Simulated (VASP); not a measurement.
# HfH (Fm-3m) in VASP: vibrations by perturbation theory with PBE

Aim: the vibrations by perturbation theory of HfH with PBE.

All numbers are computed with VASP 6.6.1; they aren't measurements. Logs are shortened: lines on timing, memory, paths and dates and some standing lists are left out, and cuts for length are marked.

## 1. The cell of the first run

Symmetry: Fm-3m, No. 225, cubic system. Conventional cell: a = 4.545 Å, b = 4.545 Å, c = 4.545 Å, α = 90.00°, β = 90.00°, γ = 90.00°. Within 3.0 Å of Hf (site symmetry m-3m) lie 6 H at 2.27 Å. H (site symmetry m-3m) has 6 Hf at 2.27 Å within 3.0 Å.

## 2. Vibrations by perturbation theory, PBE

Contents of INCAR:

```
SYSTEM = HfH
PREC = Accurate
ENCUT = 520
EDIFF = 1E-8
ISMEAR = -1
SIGMA = 0.15
LREAL = .False.
LASPH = .True.
NELM = 80
ALGO = Normal
ISIF = 2
LWAVE = .False.
LCHARG = .True.
GGA = PE
NBANDS = 12
IBRION = 8
NSW = 1
```

Contents of KPOINTS:

```
regular mesh
0
Gamma
  24 24 24
  0 0 0
```

Contents of POSCAR:

```
HfH
1.0
    0.0000000000      2.2725217318      2.2725217318
    2.2725217318      0.0000000000      2.2725217318
    2.2725217318      2.2725217318      0.0000000000
Hf H
1 1
Direct
    0.0000000000      0.0000000000      0.0000000000
    0.5000000000      0.5000000000      0.5000000000
```

Potentials or basis: VASP PAW PBE potentials, release 64 (Hf_pv, H).

Command:

```bash
> cat potpaw_PBE.64/Hf_pv/POTCAR potpaw_PBE.64/H/POTCAR > POTCAR
> mpirun -np 1 vasp_std > vasp.out
```

OUTCAR:

```text
SYSTEM = HfH
   PREC = Accurate
   ENCUT = 520
   EDIFF = 1E-8
   ISMEAR = -1
   LREAL = .False.
   LASPH = .True.
   NELM = 80
   ISIF = 2
   GGA = PE
   IBRION = 8
   NSW = 1

 ion  position               nearest neighbor table
   1  0.000  0.000  0.000-   2 2.27   2 2.27   2 2.27   2 2.27   2 2.27   2 2.27
   2  0.500  0.500  0.500-   1 2.27   1 2.27   1 2.27   1 2.27   1 2.27   1 2.27

  LATTYP: Found a face centered cubic cell.
 ALAT       =     4.5450434636

  Lattice vectors:

 A1 = (   0.0000000000,   2.2725217318,   2.2725217318)
 A2 = (   2.2725217318,   0.0000000000,   2.2725217318)
 A3 = (   2.2725217318,   2.2725217318,   0.0000000000)

Analysis of symmetry for initial positions (statically):
=====================================================================
 Subroutine PRICEL returns:
 Original cell was already a primitive cell.

 Routine SETGRP: Setting up the symmetry group for a
 face centered cubic supercell.

 Subroutine GETGRP returns: Found 48 space group operations
 (whereof 48 operations were pure point group operations)
 out of a pool of 48 trial point group operations.

The static configuration has the point symmetry O_h .

Analysis of symmetry for dynamics (positions and initial velocities):
=====================================================================
 Subroutine PRICEL returns:
 Original cell was already a primitive cell.

 Routine SETGRP: Setting up the symmetry group for a
 face centered cubic supercell.

 Subroutine GETGRP returns: Found 48 space group operations
 (whereof 48 operations were pure point group operations)
 out of a pool of 48 trial point group operations.

The dynamic configuration has the point symmetry O_h .

 Subroutine INISYM returns: Found 48 space group operations
 (whereof 48 operations are pure point group operations),
 and found     1 'primitive' translations

----------------------------------------------------------------------------------------

[... 519 lines left out ...]

 VOLUME and BASIS-vectors are now :
 -----------------------------------------------------------------------------
  energy-cutoff  :      520.00
  volume of cell :       23.47
      direct lattice vectors                 reciprocal lattice vectors
     0.000000000  2.272521732  2.272521732    -0.220019898  0.220019898  0.220019898
     2.272521732  0.000000000  2.272521732     0.220019898 -0.220019898  0.220019898
     2.272521732  2.272521732  0.000000000     0.220019898  0.220019898 -0.220019898

 POSITION                                       TOTAL-FORCE (eV/Angst)
 -----------------------------------------------------------------------------------
      0.00000      0.00000      0.00000         0.000000      0.000000      0.000000
      2.27252      2.27252      2.27252        -0.000000      0.000000     -0.000000
 -----------------------------------------------------------------------------------
    total drift:                                0.000000     -0.000000     -0.000000

  FREE ENERGIE OF THE ION-ELECTRON SYSTEM (eV)
  ---------------------------------------------------
  free  energy   TOTEN  =       -13.8364847783 eV

  energy  without entropy=      -13.7340181550  energy(sigma->0) =      -13.78525147

[... ionic steps 2 to 3 ...]

--------------------------------------- Ionic step        4  -------------------------------------------

------------------------ aborting loop because EDIFF is reached ----------------------------------------

[... ionic steps 5 to 6 ...]

--------------------------------------- Ionic step        7  -------------------------------------------

 Free energy of the ion-electron system (eV)
  ---------------------------------------------------
  ---------------------------------------------------
  free energy    TOTEN  =        -0.01642992 eV

  energy without entropy =       -0.01642992

------------------------ aborting loop because EDIFF is reached ----------------------------------------

 INTERNAL STRAIN TENSOR  FOR ION    2  DIRECTION 1   (eV/Angst):
 -----------------------------------------------------------------------------
    -0.00101 -0.00000  0.00000
    -0.00000  0.00162 -0.00000
     0.00000 -0.00000  0.00162

 INTERNAL STRAIN TENSOR FOR ION    2 for displacements in x,y,z  (eV/Angst):
          X           Y           Z          XY          YZ          ZX
  --------------------------------------------------------------------------------
  x     0.00000     0.00000     0.00000     0.00000     0.00000     0.00000
  y     0.00000     0.00000     0.00000     0.00000     0.00000     0.00000
  z     0.00000     0.00000     0.00000     0.00000     0.00000     0.00000

 SECOND DERIVATIVES (NOT SYMMETRIZED)
 ------------------------------------
               1X          1Y          1Z          2X          2Y          2Z
  1X    -1.846324    0.000000    0.000000    1.846324    0.000000    0.000000
  1Y     0.000000   -1.846324    0.000000    0.000000    1.846324    0.000000
  1Z     0.000000    0.000000   -1.846324    0.000000    0.000000    1.846324
  2X     1.844263    0.000000    0.000000   -1.844263    0.000000    0.000000
  2Y     0.000000    1.844263    0.000000    0.000000   -1.844263    0.000000
  2Z     0.000000    0.000000    1.844263    0.000000    0.000000   -1.844263

 Eigenvectors and eigenvalues of the dynamical matrix
 ----------------------------------------------------

   1 f  =   21.290051 THz   133.769337 2PiTHz  710.159669 cm-1    88.048538 meV
             X         Y         Z           dx          dy          dz
      0.000000  0.000000  0.000000     0.039401    0.063443   -0.000000
      2.272522  2.272522  2.272522    -0.526108   -0.847132   -0.000000
[... 21 lines left out ...]
   6 f/i=    0.000885 THz     0.005563 2PiTHz    0.029535 cm-1     0.003662 meV
             X         Y         Z           dx          dy          dz
      0.000000  0.000000  0.000000     0.005391    0.244311   -0.966802
      2.272522  2.272522  2.272522     0.000404    0.018297   -0.072406

--------------------------------------------------------------------------------------------------------

 ELASTIC MODULI CONTR FROM IONIC RELAXATION (kBar)
 Direction    XX          YY          ZZ          XY          YZ          ZX
 --------------------------------------------------------------------------------
 XX           0.0000      0.0000      0.0000      0.0000      0.0000      0.0000
 YY           0.0000      0.0000      0.0000      0.0000      0.0000      0.0000
 ZZ           0.0000      0.0000      0.0000      0.0000      0.0000      0.0000
 XY           0.0000      0.0000      0.0000      0.0000      0.0000      0.0000
 YZ           0.0000      0.0000      0.0000      0.0000      0.0000      0.0000
 ZX           0.0000      0.0000      0.0000      0.0000      0.0000      0.0000
 --------------------------------------------------------------------------------
```

OSZICAR:

```text
N       E                     dE             d eps       ncg     rms          rms(c)
DAV:   1     0.145354394368E+02    0.14535E+02   -0.57907E+03  9920   0.810E+02
DAV:   2    -0.138175797805E+02   -0.28353E+02   -0.27342E+02 12180   0.170E+02
DAV:   3    -0.144890510185E+02   -0.67147E+00   -0.66557E+00 12352   0.180E+01
DAV:   4    -0.144914534663E+02   -0.24024E-02   -0.24020E-02 11260   0.133E+00
[... 41 lines left out ...]
RMM:   7    -0.164294851877E-01   -0.35022E-05   -0.76702E-09 44377   0.505E-04    0.181E-04
RMM:   8    -0.164297537541E-01   -0.26857E-06   -0.78693E-10 45654   0.135E-04    0.109E-04
RMM:   9    -0.164299250118E-01   -0.17126E-06   -0.23294E-10 47959   0.466E-05    0.160E-05
RMM:  10    -0.164299132077E-01    0.11804E-07   -0.48092E-11 47016   0.117E-05    0.557E-06
RMM:  11    -0.164299194070E-01   -0.61993E-08   -0.85058E-11 44482   0.607E-06    0.116E-06
 Linear response finished
```

stdout:

```text
POSCAR found type information on POSCAR HfH
 POSCAR found :  2 types and       2 ions
 scaLAPACK will be used
 LDA part: xc-table for (Slater+PW92), standard interpolation
 POSCAR, INCAR and KPOINTS ok, starting setup
 FFT: planning ... GRIDC
 FFT: planning ... GRID_SOFT
 FFT: planning ... GRID
 WAVECAR not read
 entering main loop
 Linear response reoptimize wavefunctions to high precision
 Linear response DOF=           2
 Linear response progress:
 first order change of Fermi-energy   0.23734E-04
 force on displaced ion       1 direction 1 :  -1.846   0.000   0.000
 Linear response progress:
 first order change of Fermi-energy   0.16899E-04
 force on displaced ion       2 direction 1 :  -1.844   0.000   0.000
 Linear response finished
```

Wall time 5.9 min (1 thread of Intel Xeon Platinum 8488C (Sapphire Rapids), shared host); peak memory 0.71 GiB.

What came out:

* Highest phonon frequency at Γ: 710 cm⁻¹

Phonon frequencies in cm⁻¹ (negative: imaginary):
| q point | frequencies |
| --- | --- |
| (0.000, 0.000, 0.000) | 0 0 0 710 710 710 |

Caveat: spin-orbit coupling is left out, which moves the levels of the heavy elements.
